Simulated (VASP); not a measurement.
# Li (P6_3/mmc) in VASP: further runs

Li is run at these levels: PBE; tasks: single point.

Everything below comes from runs of VASP 6.6.1. Logs are shortened: lines on timing, memory, paths and dates and some standing lists are left out, and cuts for length are marked.

## 1. The cell of the first run

Symmetry: P6_3/mmc, No. 194, hexagonal system. The conventional cell has a = 3.138 Å, b = 3.138 Å, c = 5.118 Å, α = 90.00°, β = 90.00°, γ = 120.00°. Within 4.1 Å of Li (site symmetry -6m2) lie 12 Li at 3.14 Å.

## 2. Single point, PBE (volume scaled by 1.08)

The input, INCAR:

```
PREC = Accurate
ENCUT = 520
EDIFF = 1E-6
ISMEAR = -1
SIGMA = 0.1
LREAL = F
LASPH = T
NELM = 60
ALGO = Normal
ISIF = 2
LWAVE = F
LCHARG = F
GGA = PE
NBANDS = 10
```

The input, KPOINTS:

```
regular mesh
0
Gamma
  13 13 7
```

The input, POSCAR:

```
Li
1.0
    3.1375826787      0.0000000000      0.0000000000
   -1.5687913394      2.7172263062      0.0000000000
    0.0000000000      0.0000000000      5.1181373910
Li
2
Direct
    0.3333333333      0.6666666667      0.2500000000
    0.6666666667      0.3333333333      0.7500000000
```

Potentials or basis: VASP PAW PBE potentials, release 64 (Li_sv).

The run is started by

```console
> cat potpaw_PBE.64/Li_sv/POTCAR > POTCAR
> mpirun -np 1 vasp_std > vasp.out
```

OUTCAR:

```text
PREC = Accurate
   ENCUT = 520
   EDIFF = 1E-6
   ISMEAR = -1
   LREAL = F
   LASPH = T
   NELM = 60
   ISIF = 2
   GGA = PE

 ion  position               nearest neighbor table
   1  0.333  0.667  0.250-
   2  0.667  0.333  0.750-

  LATTYP: Found a hexagonal cell.
 ALAT       =     3.1375826787
 C/A-ratio  =     1.6312358638

  Lattice vectors:

 A1 = (   3.1375826787,   0.0000000000,   0.0000000000)
 A2 = (  -1.5687913394,   2.7172263062,   0.0000000000)
 A3 = (   0.0000000000,   0.0000000000,   5.1181373910)

Analysis of symmetry for initial positions (statically):
=====================================================================
 Subroutine PRICEL returns:
 Original cell was already a primitive cell.

 Routine SETGRP: Setting up the symmetry group for a
 hexagonal supercell.

 Subroutine GETGRP returns: Found 24 space group operations
 (whereof 12 operations were pure point group operations)
 out of a pool of 24 trial point group operations.

The static configuration has the point symmetry D_3d.
 The point group associated with its full space group is D_6h.

Analysis of symmetry for dynamics (positions and initial velocities):
=====================================================================
 Subroutine PRICEL returns:
 Original cell was already a primitive cell.

 Routine SETGRP: Setting up the symmetry group for a
 hexagonal supercell.

 Subroutine GETGRP returns: Found 24 space group operations
 (whereof 12 operations were pure point group operations)
 out of a pool of 24 trial point group operations.

The dynamic configuration has the point symmetry D_3d.
 The point group associated with its full space group is D_6h.

 Subroutine INISYM returns: Found 24 space group operations
 (whereof 12 operations are pure point group operations),
 and found     1 'primitive' translations

----------------------------------------------------------------------------------------

                                     Primitive cell

  volume of cell :      43.6348

  direct lattice vectors                    reciprocal lattice vectors
     3.137582679  0.000000000  0.000000000     0.318716701  0.184011173  0.000000000
    -1.568791339  2.717226306  0.000000000     0.000000000  0.368022346  0.000000000
     0.000000000  0.000000000  5.118137391     0.000000000  0.000000000  0.195383579

  length of vectors
     3.137582679  3.137582679  5.118137391     0.368022346  0.368022346  0.195383579

  position of ions in fractional coordinates (direct lattice)
     0.333333333  0.666666667  0.250000000
     0.666666667  0.333333333  0.750000000

  ion indices of the primitive-cell ions
   primitive index   ion index
                 1           1
                 2           2

----------------------------------------------------------------------------------------

 KPOINTS: regular mesh

Automatic generation of k-mesh.
 Grid dimensions read from file:
 generate k-points for:   13   13    7

 Generating k-lattice:

  Cartesian coordinates                     Fractional coordinates (reciprocal lattice)
     0.024516669  0.014154706  0.000000000     0.076923077  0.000000000  0.000000000
     0.000000000  0.028309411  0.000000000     0.000000000  0.076923077  0.000000000
     0.000000000  0.000000000  0.027911940     0.000000000  0.000000000  0.142857143

  Length of vectors
     0.028309411  0.028309411  0.027911940

  Shift w.r.t. Gamma in fractional coordinates (k-lattice)
     0.000000000  0.000000000  0.000000000

 Subroutine IBZKPT returns following result:
 ===========================================

 Found     84 irreducible k-points:

 Following reciprocal coordinates:
            Coordinates               Weight
  0.000000  0.000000  0.000000      1.000000
  0.076923  0.000000  0.000000      6.000000
  0.153846 -0.000000  0.000000      6.000000
  0.230769  0.000000  0.000000      6.000000
  0.307692 -0.000000  0.000000      6.000000
  0.384615 -0.000000  0.000000      6.000000
[... 16 lines left out ...]
  0.076923  0.000000  0.142857     12.000000
  0.153846 -0.000000  0.142857     12.000000
 [... further k-points ...]
   k-points           NKPTS =     84   k-points in BZ     NKDIM =     84   number of bands    NBANDS=     10
   number of dos      NEDOS =    301   number of ions     NIONS =      2
   total plane-waves  NPLWV =  23040
   dimension x,y,z NGX =    24 NGY =   24 NGZ =   40
   dimension x,y,z NGXF=    48 NGYF=   48 NGZF=   80
   ions per type =               2
   NGX,Y,Z   is equivalent  to a cutoff of  12.72, 12.72, 12.99 a.u.
   NGXF,Y,Z  is equivalent  to a cutoff of  25.43, 25.43, 25.99 a.u.
 SYSTEM =  unknown system
   PREC   = accura    normal or accurate (medium, high low for compatibility)
   ISTART =      0    job   : 0-new  1-cont  2-samecut
   ICHARG =      2    charge: 1-file 2-atom 10-const
   ISPIN  =      1    spin polarized calculation?
   LNONCOLLINEAR =      F non collinear calculations
   LSORBIT =      F    spin-orbit coupling
   LASPH  =      T    aspherical Exc in radial PAW
   ENCUT  =  520.0 eV  38.22 Ry    6.18 a.u.   5.83  5.83  9.52*2*pi/ulx,y,z
   NELM   =     60;   NELMIN=  2; NELMDL= -5     # of ELM steps
   EDIFF  = 0.1E-05   stopping-criterion for ELM
   LREAL  =      F    real-space projection
   EDIFFG = 0.1E-04   stopping-criterion for IOM
   NSW    =      0    number of steps for IOM
   IBRION =     -1    ionic relax: 0-MD 1-quasi-New 2-CG
   NFREE  =      0    steps in history (QN), initial steepest desc. (CG)
   ISIF   =      2    stress and relaxation
   ISYM   =      2    0-nonsym 1-usesym 2-fastsym
   POTIM  = 0.5000    time-step for ionic-motion
   TEBEG  =    0.0;   TEEND  =   0.0 temperature during run
   PSTRESS=    0.0 pullay stress
   NELECT =       6.0000    total number of electrons
   NUPDOWN=      -1.0000    fix difference up-down
   EMIN   =  10.00;   EMAX   =-10.00  energy-range for DOS
   EFERMI =   0.00;   METHOD = LEGACY
   ISMEAR =    -1;   SIGMA  =   0.10  broadening in eV -4-tet -1-fermi 0-gaus
   EFERMI_NEDOS =   21; number of points for ismear=-14 and -15
   IALGO  =     38    algorithm
   IMIX   =      4    mixing-type and parameters
     AMIX     =   0.40;   BMIX     =  1.00
     AMIX_MAG =   1.60;   BMIX_MAG =  1.00
  volume/ion in A,a.u.               =      21.82       147.23
  Fermi-wavevector in a.u.,A,eV,Ry     =   0.844982  1.596785  9.714493  0.713995
  Thomas-Fermi vector in A             =   1.960098
   LORBIT       =      0    0 simple, 1 ext, 2 COOP (PROOUT), +10 PAW based schemes
   GGA     = PE    functional components
[... 5 lines left out ...]
 non-spin polarized calculation
  energy-cutoff  :      520.00
  volume of cell :       43.63
 maximum number of plane-waves:      1189
 NGX is ok and might be reduce to    24
   NGX = 11   NGY = 11   NGZ = 19

 number of electron       5.9999998 magnetization

 Free energy of the ion-electron system (eV)
  ---------------------------------------------------
  ext. energy  EPLUGINS =         0.00000000
  ---------------------------------------------------
  free energy    TOTEN  =        -3.81814554 eV

  energy without entropy =       -3.78347945  energy(sigma->0) =       -3.80081249

 E-fermi :   0.4181     XC(G=0):  -6.8676

 val. band max:        0.3962826444   @ k =   0.1538  -0.0000   0.1429
 cond. band min:       0.4238413376   @ k =   0.4615  -0.0000   0.2857
 fundamental gap:      0.0275586932
 Fermi energy:         0.4180618118

 k-point     1 :       0.0000    0.0000    0.0000
  band No.  band energies     occupation
      1     -46.2299      2.00000
      2     -46.2164      2.00000
      3      -3.0376      2.00000
      4       0.4452      0.86501
      5       3.1264      0.00000
      6      12.2409      0.00000
      7      12.2410      0.00000
      8      13.5812      0.00000
      9      13.5812      0.00000
     10      14.1757      0.00000

 k-point     2 :       0.0769    0.0000    0.0000
  band No.  band energies     occupation
      1     -46.2291      2.00000
      2     -46.2161      2.00000
      3      -2.9460      2.00000
      4       0.5633      0.37919
      5       3.1657      0.00000
      6      11.2902      0.00000
      7      11.6074      0.00000
      8      13.5474      0.00000
      9      13.9490      0.00000
     10      14.0705      0.00000

 k-point     3 :       0.1538   -0.0000    0.0000
  band No.  band energies     occupation
      1     -46.2272      2.00000
      2     -46.2152      2.00000
      3      -2.6713      2.00000
      4       0.9173      0.01349
      5       3.2739      0.00000
      6       9.4813      0.00000
      7      10.6487      0.00000
      8      13.3659      0.00000
      9      13.4641      0.00000
     10      13.9568      0.00000

 k-point     4 :       0.2308    0.0000    0.0000
  band No.  band energies     occupation
      1     -46.2245      2.00000
      2     -46.2141      2.00000
      3      -2.2135      2.00000
      4       1.5056      0.00004
      5       3.3960      0.00000
      6       7.6949      0.00000
      7       9.8017      0.00000
      8      11.8985      0.00000
      9      12.0260      0.00000
     10      13.4667      0.00000
[... 222 lines left out ...]
 k-point    22 :       0.0000    0.0000    0.1429
  band No.  band energies     occupation
      1     -46.2291      2.00000
      2     -46.2171      2.00000
      3      -2.9484      2.00000
      4      -0.0298      1.97755
      5       3.8088      0.00000
      6      12.3251      0.00000
      7      12.3252      0.00000
      8      13.1245      0.00000
      9      13.5784      0.00000
     10      13.5784      0.00000

 k-point    23 :       0.0769    0.0000    0.1429
  band No.  band energies     occupation
      1     -46.2285      2.00000
      2     -46.2168      2.00000
      3      -2.8568      2.00000
      4       0.0774      1.93579
      5       3.8584      0.00000
      6      11.3708      0.00000
      7      11.7025      0.00000
      8      13.0182      0.00000
      9      13.6737      0.00000
     10      13.8389      0.00000

 k-point    24 :       0.1538   -0.0000    0.1429
  band No.  band energies     occupation
      1     -46.2266      2.00000
      2     -46.2159      2.00000
      3      -2.5820      2.00000
      4       0.3963      1.10847
      5       3.9983      0.00000
      6       9.5610      0.00000
      7      10.7518      0.00000
      8      12.7831      0.00000
      9      12.9569      0.00000
     10      13.6536      0.00000

 [... further k-points ...]
[... 5 lines left out ...]
  --------------------------------------------------------------------------------------
  -------------------------------------------------------------------------------------
  Total       -0.2767568     -0.2767568     -0.2298042      0.0000000     -0.0000000      0.0000000
  in kB      -10.1619225    -10.1619225     -8.4379258      0.0000000     -0.0000000      0.0000000
  external PRESSURE =      -9.5872569 kB  Pullay stress =       0.0000000 kB

 VOLUME and BASIS-vectors are now :
 -----------------------------------------------------------------------------
  energy-cutoff  :      520.00
  volume of cell :       43.63
      direct lattice vectors                 reciprocal lattice vectors
     3.137582679  0.000000000  0.000000000     0.318716701  0.184011173  0.000000000
    -1.568791339  2.717226306  0.000000000     0.000000000  0.368022346  0.000000000
     0.000000000  0.000000000  5.118137391     0.000000000  0.000000000  0.195383579

 POSITION                                       TOTAL-FORCE (eV/Angst)
 -----------------------------------------------------------------------------------
     -0.00000      1.81148      1.27953         0.000000      0.000000      0.000000
      1.56879      0.90574      3.83860        -0.000000     -0.000000      0.000000
 -----------------------------------------------------------------------------------
    total drift:                               -0.000000      0.000000     -0.000000

  FREE ENERGIE OF THE ION-ELECTRON SYSTEM (eV)
  ---------------------------------------------------
  free  energy   TOTEN  =        -3.8181455356 eV

  energy  without entropy=       -3.7834794483  energy(sigma->0) =       -3.80081249
```

Run time: 29 s. Hardware: 1 thread of Intel Xeon 6975P-C, shared host; peak memory 0.16 GiB.

What came out:

```
Free energy            : -3.8181 eV
Band gap on the k mesh : zero (band 3 reaches 1.99 eV, above the bottom of band 4 at -1.62 eV)
```

Levels at points of the mesh, in eV from the Fermi level:
```
           k point  band 1  band 2  band 3  band 4  band 5  band 6  band 7  band 8
(0.00, 0.00, 0.00)  -46.65  -46.63   -3.46    0.03    2.71   11.82   11.82   13.16
```

Caveat: the cutoff is under 1.25 times the usual one of these potentials, so pressure, stress and relaxed cells hold a basis-set (Pulay) error.

(Part 1 of 2 ends here.)
